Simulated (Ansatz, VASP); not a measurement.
## One calculation of Ir, two programs

```
Ir
1.0
     0.00000    1.92209    1.92209
     1.92209    0.00000    1.92209
     1.92209    1.92209    0.00000
Ir
1
Direct
  0.00000 0.00000 0.00000
```

Alike in both runs: functional r2SCAN; k mesh 18 × 18 × 18; occupations gaussian, width 0.1 eV; no spin polarisation.

Ansatz relaxed the structure, and its values are those at the end. VASP's run is a single point on that final structure, the one shown.

|  | VASP | Ansatz |
| --- | --- | --- |
| version | VASP 6.6.1 | Ansatz 0.2.0 |
| potentials or method | VASP PAW PBE potentials, release 64 (Ir), cutoff 520 eV | scalar-relativistic, plane waves, PAW |
| valence electrons in the cell | 9 | 17 |

Ansatz gave:

| Item | Value |
| --- | --- |
| gap on the k mesh at the Fermi level (eV) | none |
| pressure (GPa) | 0.0 |

Problem. What did VASP give for the same quantities?

Solution. gap on the k mesh at the Fermi level (eV): none; pressure (GPa): 2.5.

VASP's potentials were made for PBE, not for r2SCAN. A gap of «none» marks a metal or a gap that the smearing closes. VASP's potentials hold 9 valence electrons a cell and Ansatz's 17, so a difference there can come from the potentials and not from the codes.

Neither program's run includes spin-orbit coupling.
